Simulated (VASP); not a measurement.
# Cu (Cmcm) in VASP: settings compared, part 2 of 2

VASP 6.6.1. The steps go on from the part before.

### 3 Single point, r2SCAN

This run uses another cell than the first one, of 12.23 Å³/atom.

POSCAR

```
Cu
1.0
    1.2265332211     -4.0027124071      0.0000000000
    1.2265332211      4.0027124071      0.0000000000
    0.0000000000      0.0000000000      2.4918900114
Cu
2
Direct
    0.8661333500      0.1338666500      0.7500000000
    0.1338666500      0.8661333500      0.2500000000
```

INCAR.step1

```
PREC     = Accurate       # precision mode
ENCUT    = 520            # plane-wave cutoff, eV
ISMEAR   = -1             # smearing method
SIGMA    = 0.05           # smearing width, eV
LREAL    = False          # projectors in reciprocal space
LASPH    = True           # aspherical terms in the spheres
NELM     = 80             # most SCF steps
NBANDS   = 18             # bands
GGA      = PE             # functional
ALGO     = Normal         # electronic algorithm
EDIFF    = 1E-4           # SCF threshold, eV
LWAVE    = True           # write WAVECAR
LCHARG   = False          # write CHGCAR
```

INCAR.step2

```
PREC     = Accurate       # precision mode
ENCUT    = 520            # plane-wave cutoff, eV
EDIFF    = 1E-6           # SCF threshold, eV
ISMEAR   = -1             # smearing method
SIGMA    = 0.05           # smearing width, eV
LREAL    = False          # projectors in reciprocal space
LASPH    = True           # aspherical terms in the spheres
NELM     = 80             # most SCF steps
ALGO     = Normal         # electronic algorithm
ISIF     = 2              # what is computed and relaxed
LWAVE    = False          # write WAVECAR
LCHARG   = False          # write CHGCAR
METAGGA  = R2SCAN         # meta-GGA
LMIXTAU  = True         
NBANDS   = 18             # bands
ISTART   = 1
```

KPOINTS

```
regular mesh
0
Gamma
  11 11 11
```

Potentials or basis: VASP PAW PBE potentials, release 64 (Cu).

Run with:

```
cat potpaw_PBE.64/Cu/POTCAR > POTCAR
cp INCAR.step1 INCAR
mpirun -np 1 vasp_std > vasp.out
cp INCAR.step2 INCAR
mpirun -np 1 vasp_std > vasp.out
```

OUTCAR:

```text
PREC = Accurate
   ENCUT = 520
   EDIFF = 1E-6
   ISMEAR = -1
   LREAL = False
   LASPH = True
   NELM = 80
   ISIF = 2
   METAGGA = R2SCAN
   ISTART = 1

 ion  position               nearest neighbor table
   1  0.866  0.134  0.750-   2 2.48   2 2.48   2 2.55   2 2.55   2 2.55   2 2.55
   2  0.134  0.866  0.250-   1 2.48   1 2.48   1 2.55   1 2.55   1 2.55   1 2.55

  LATTYP: Found a base centered orthorhombic cell.
 ALAT       =     2.4530664422
 B/A-ratio  =     3.2634357865
 C/A-ratio  =     1.0158265461

  Lattice vectors:

 A1 = (   1.2265332211,  -4.0027124071,   0.0000000000)
 A2 = (   1.2265332211,   4.0027124071,   0.0000000000)
 A3 = (   0.0000000000,   0.0000000000,   2.4918900114)

Analysis of symmetry for initial positions (statically):
=====================================================================
 Subroutine PRICEL returns:
 Original cell was already a primitive cell.

 Routine SETGRP: Setting up the symmetry group for a
 base centered orthorhombic supercell.

 Subroutine GETGRP returns: Found  8 space group operations
 (whereof  4 operations were pure point group operations)
 out of a pool of  8 trial point group operations.

The static configuration has the point symmetry C_2h.
 The point group associated with its full space group is D_2h.

Analysis of symmetry for dynamics (positions and initial velocities):
=====================================================================
 Subroutine PRICEL returns:
 Original cell was already a primitive cell.

 Routine SETGRP: Setting up the symmetry group for a
 base centered orthorhombic supercell.

 Subroutine GETGRP returns: Found  8 space group operations
 (whereof  4 operations were pure point group operations)
 out of a pool of  8 trial point group operations.

The dynamic configuration has the point symmetry C_2h.
 The point group associated with its full space group is D_2h.

[... 113 lines left out ...]
   ISMEAR =    -1;   SIGMA  =   0.05  broadening in eV -4-tet -1-fermi 0-gaus
   EFERMI_NEDOS =   21; number of points for ismear=-14 and -15
   IALGO  =     38    algorithm
   IMIX   =      4    mixing-type and parameters
     AMIX     =   0.40;   BMIX     =  1.00
     AMIX_MAG =   1.60;   BMIX_MAG =  1.00
  volume/ion in A,a.u.               =      12.23        82.56
  Fermi-wavevector in a.u.,A,eV,Ry     =   1.580101  2.985958 33.969930  2.496719
  Thomas-Fermi vector in A             =   2.680380
   LORBIT       =      0    0 simple, 1 ext, 2 COOP (PROOUT), +10 PAW based schemes
   METAGGA = R2SCAN    functional components
   LHFCALC =     F    Hartree Fock is set to
   AEXX    =    0.0000 exact exchange contribution
   IVDW    =     0    specifies the selected vdW correction
   LEPSILON=     F    determine dielectric tensor
   LRPA    =     F    only Hartree local field effects (RPA)
 non-spin polarized calculation
  energy-cutoff  :      520.00
  volume of cell :       24.47
 maximum number of plane-waves:       686
   NGX = 15   NGY = 15   NGZ =  9

 number of electron      22.0000022 magnetization

 Free energy of the ion-electron system (eV)
  ---------------------------------------------------
  ext. energy  EPLUGINS =         0.00000000
  ---------------------------------------------------
  free energy    TOTEN  =       -21.35045921 eV

  energy without entropy =      -21.34628954  energy(sigma->0) =      -21.34837438

 E-fermi :   7.0149     XC(G=0): -13.4418

 val. band max:        6.9977833286   @ k =   0.0000   0.0000   0.0000
 cond. band min:       7.0260968593   @ k =  -0.3636   0.2727   0.2727
 fundamental gap:      0.0283135308
 Fermi energy:         7.0148769941

 k-point     1 :       0.0000    0.0000    0.0000
  band No.  band energies     occupation
      1      -2.3994      2.00000
      2       1.9728      2.00000
      3       2.7368      2.00000
      4       3.2119      2.00000
      5       3.9135      2.00000
      6       4.1619      2.00000
[... 481 lines left out ...]
      5       4.0205      2.00000
      6       4.0422      2.00000
[... 10 lines left out ...]
     17      28.8530      0.00000
     18      29.0194      0.00000

 [... further k-points ...]

------------------------ aborting loop because EDIFF is reached ----------------------------------------

  FORCE on cell =-STRESS in cart. coord.  units (eV):
  Direction    XX          YY          ZZ          XY          YZ          ZX
  --------------------------------------------------------------------------------------
  -------------------------------------------------------------------------------------
  Total       -0.2334056     -0.3754864     -0.2416166      0.0000000     -0.0000000      0.0000000
  in kB      -15.2837256    -24.5873792    -15.8213985      0.0000000     -0.0000000      0.0000000
  external PRESSURE =     -18.5641678 kB  Pullay stress =       0.0000000 kB

 VOLUME and BASIS-vectors are now :
 -----------------------------------------------------------------------------
  energy-cutoff  :      520.00
  volume of cell :       24.47
      direct lattice vectors                 reciprocal lattice vectors
     1.226533221 -4.002712407  0.000000000     0.407653043 -0.124915295  0.000000000
     1.226533221  4.002712407  0.000000000     0.407653043  0.124915295  0.000000000
     0.000000000  0.000000000  2.491890011     0.000000000  0.000000000  0.401301821

 POSITION                                       TOTAL-FORCE (eV/Angst)
 -----------------------------------------------------------------------------------
      1.22653     -2.93105      1.86892         0.000000      0.008226      0.000000
      1.22653      2.93105      0.62297         0.000000     -0.008226      0.000000
 -----------------------------------------------------------------------------------
    total drift:                                0.000000      0.000000      0.000000

  FREE ENERGIE OF THE ION-ELECTRON SYSTEM (eV)
  ---------------------------------------------------
  free  energy   TOTEN  =       -21.3504592092 eV

  energy  without entropy=      -21.3462895447  energy(sigma->0) =      -21.34837438
```

Run time: 2 min. Hardware: 1 thread of Intel Xeon 6975P-C (Granite Rapids), shared host; peak memory 0.21 GiB.

Results:

| Property | Result |
| --- | --- |
| Free energy | -21.3505 eV |
| Pressure | -1.9 GPa |
| Largest force | 0.008 eV/Å |
| Band gap on the k mesh | zero (bands 11 and 12 overlap by 5.72 eV) |

Forces in eV/Å, atoms in the order of the input:
```
Cu   0.000  0.008  0.000
Cu   0.000 -0.008  0.000
```

Stress tensor (GPa, compression positive):
```
-1.53  0.00  0.00
 0.00 -2.46  0.00
 0.00  0.00 -1.58
```

Caveat: the PAW data sets were made with another functional, which shifts forces and pressure a little.

### 4 Single point, r2SCAN

This run uses another cell than the first one, of 12.71 Å³/atom.

POSCAR

```
Cu
1.0
    1.2423612020     -4.0543660062      0.0000000000
    1.2423612020      4.0543660062      0.0000000000
    0.0000000000      0.0000000000      2.5240469776
Cu
2
Direct
    0.8661333500      0.1338666500      0.7500000000
    0.1338666500      0.8661333500      0.2500000000
```

INCAR.step1

```
SYSTEM = Cu
PREC = Accurate ; ENCUT = 520
ISMEAR = -1 ; SIGMA = 0.05
LREAL = .FALSE. ; LASPH = .TRUE.
NELM = 100 ; NBANDS = 18
GGA = PE ; ALGO = Normal
EDIFF = 1E-4 ; LWAVE = .TRUE.
LCHARG = .FALSE.
```

INCAR.step2

```
SYSTEM = Cu
PREC = Accurate ; ENCUT = 520
EDIFF = 1E-6 ; ISMEAR = -1
SIGMA = 0.05 ; LREAL = .FALSE.
LASPH = .TRUE. ; NELM = 100
ALGO = Normal ; ISIF = 2
LWAVE = .FALSE. ; LCHARG = .FALSE.
METAGGA = R2SCAN ; LMIXTAU = .TRUE.
NBANDS = 18 ; ISTART = 1
```

KPOINTS

```
Automatic mesh
0
G
  11 11 11
  0 0 0
```

Run with:

```
cat potpaw_PBE.64/Cu/POTCAR > POTCAR
cp INCAR.step1 INCAR
mpirun -np 1 vasp_std > vasp.out
cp INCAR.step2 INCAR
mpirun -np 1 vasp_std > vasp.out
```

Run time: 2 min. Hardware: 1 thread of Intel Xeon 6975P-C (Granite Rapids), shared host; peak memory 0.22 GiB.

It converged, with:

```
Free energy            : -21.3245 eV
Pressure               : -6.5 GPa
Largest force          : 0.063 eV/Å
Band gap on the k mesh : zero (bands 11 and 12 overlap by 5.62 eV)
```

Forces on the atoms (eV/Å):
```
Cu   0.000  0.063  0.000
Cu   0.000 -0.063  0.000
```

Stress tensor (GPa, compression positive):
```
-5.90  0.00  0.00
 0.00 -7.27  0.00
 0.00  0.00 -6.48
```

Levels at points of the mesh, in eV from the Fermi level:
| k point | band 8 | band 9 | band 10 | band 11 | band 12 | band 13 | band 14 | band 15 |
| --- | --- | --- | --- | --- | --- | --- | --- | --- |
| (0.00, 0.00, 0.00) | -2.08 | -1.92 | -1.79 | -1.53 | 0.06 | 4.71 | 14.94 | 18.52 |

Caveat: the cell stands under tension; the PAW data sets were made with another functional, which shifts forces and pressure a little.

### 5 Single point, LDA (11.27 Å³/atom)

This run uses another cell than the first one, of 11.27 Å³/atom.

INCAR

```
PREC = Accurate
ENCUT = 600
EDIFF = 1E-6
ISMEAR = -1
SIGMA = 0.05
LREAL = F
LASPH = T
NELM = 120
ALGO = Normal
ISIF = 2
LWAVE = F
LCHARG = F
NBANDS = 18
GGA_COMPAT = F
```

KPOINTS

```
regular mesh
0
Gamma
  11 11 11
```

POSCAR

```
Cu
1.0
    1.1935901047     -3.8952046620      0.0000000000
    1.1935901047      3.8952046620      0.0000000000
    0.0000000000      0.0000000000      2.4249610270
Cu
2
Direct
    0.8661333500      0.1338666500      0.7500000000
    0.1338666500      0.8661333500      0.2500000000
```

Potentials or basis: VASP PAW LDA potentials, release 64 (Cu).

Run with:

```
cat potpaw_LDA.64/Cu/POTCAR > POTCAR
mpirun -np 1 vasp_std > vasp.out
```

OUTCAR:

```text
PREC = Accurate
   ENCUT = 600
   EDIFF = 1E-6
   ISMEAR = -1
   LREAL = F
   LASPH = T
   NELM = 120
   ISIF = 2

 ion  position               nearest neighbor table
   1  0.866  0.134  0.750-   2 2.41   2 2.41   2 2.48   2 2.48   2 2.48   2 2.48
   2  0.134  0.866  0.250-   1 2.41   1 2.41   1 2.48   1 2.48   1 2.48   1 2.48

  LATTYP: Found a base centered orthorhombic cell.
 ALAT       =     2.3871802094
 B/A-ratio  =     3.2634357864
 C/A-ratio  =     1.0158265461

  Lattice vectors:

[... 692 lines left out ...]

------------------------ aborting loop because EDIFF is reached ----------------------------------------

  FORCE on cell =-STRESS in cart. coord.  units (eV):
  Direction    XX          YY          ZZ          XY          YZ          ZX
  --------------------------------------------------------------------------------------
  -------------------------------------------------------------------------------------
  Total        0.4345663      0.3540827      0.5357653      0.0000000     -0.0000000      0.0000000
  in kB       30.8778000     25.1590967     38.0684268      0.0000000     -0.0000000      0.0000000
  external PRESSURE =      31.3684412 kB  Pullay stress =       0.0000000 kB

 VOLUME and BASIS-vectors are now :
 -----------------------------------------------------------------------------
  energy-cutoff  :      600.00
  volume of cell :       22.55
      direct lattice vectors                 reciprocal lattice vectors
     1.193590105 -3.895204662  0.000000000     0.418904277 -0.128362960  0.000000000
     1.193590105  3.895204662  0.000000000     0.418904277  0.128362960  0.000000000
     0.000000000  0.000000000  2.424961027     0.000000000  0.000000000  0.412377761

 POSITION                                       TOTAL-FORCE (eV/Angst)
 -----------------------------------------------------------------------------------
      1.19359     -2.85233      1.81872         0.000000     -0.046476     -0.000000
      1.19359      2.85233      0.60624         0.000000      0.046476      0.000000
 -----------------------------------------------------------------------------------
    total drift:                                0.000000     -0.000000      0.000000

  FREE ENERGIE OF THE ION-ELECTRON SYSTEM (eV)
  ---------------------------------------------------
  free  energy   TOTEN  =        -9.0971248708 eV

  energy  without entropy=       -9.0933201151  energy(sigma->0) =       -9.09522249
```

It took 2.5 min on 1 thread of Intel Xeon 8259CL, shared host; peak memory 0.22 GiB.

Results:

| Item | Value |
| --- | --- |
| Free energy | -9.0971 eV |
| Pressure | 3.1 GPa |
| Largest force | 0.046 eV/Å |
| Band gap on the k mesh | zero (bands 11 and 12 overlap by 5.62 eV) |

Forces in eV/Å, atoms in the order of the input:
```
Cu   0.000 -0.046  0.000
Cu   0.000  0.046  0.000
```

Caveat: the cell stands under pressure.

### 6 Overview

| level | potentials or basis | cell | cutoff (eV) | gap on the mesh (eV) | pressure (GPa) | largest force (eV/Å) |
| --- | --- | --- | --- | --- | --- | --- |
| r2SCAN | VASP PAW PBE potentials, release 64 (Cu) | a = 4.103, b = 4.103, c = 2.442 Å, angles 90.0, 90.0, 145.9°, 2 atoms | 520 | none | 7.4 | 0.08 |
| r2SCAN | VASP PAW PBE potentials, release 64 (Cu) | a = 4.186, b = 4.186, c = 2.492 Å, angles 90.0, 90.0, 145.9°, 2 atoms | 520 | none | -1.9 | 0.01 |
| r2SCAN | VASP PAW PBE potentials, release 64 (Cu) | a = 4.240, b = 4.240, c = 2.524 Å, angles 90.0, 90.0, 145.9°, 2 atoms | 520 | none | -6.5 | 0.06 |
| LDA | VASP PAW LDA potentials, release 64 (Cu) | a = 4.074, b = 4.074, c = 2.425 Å, angles 90.0, 90.0, 145.9°, 2 atoms | 600 | none | 3.1 | 0.05 |

Alike in all rows: task single point; no spin polarisation; k mesh 11 × 11 × 11; smearing fermi-dirac 0.05 eV.

Caveats: the PAW data sets were made with another functional, which shifts forces and pressure a little (at least some runs); the cell stands under pressure (at least some runs); the cell stands under tension (at least some runs).

Total energies depend on the potentials used, so only differences within one code and one set of settings carry meaning.
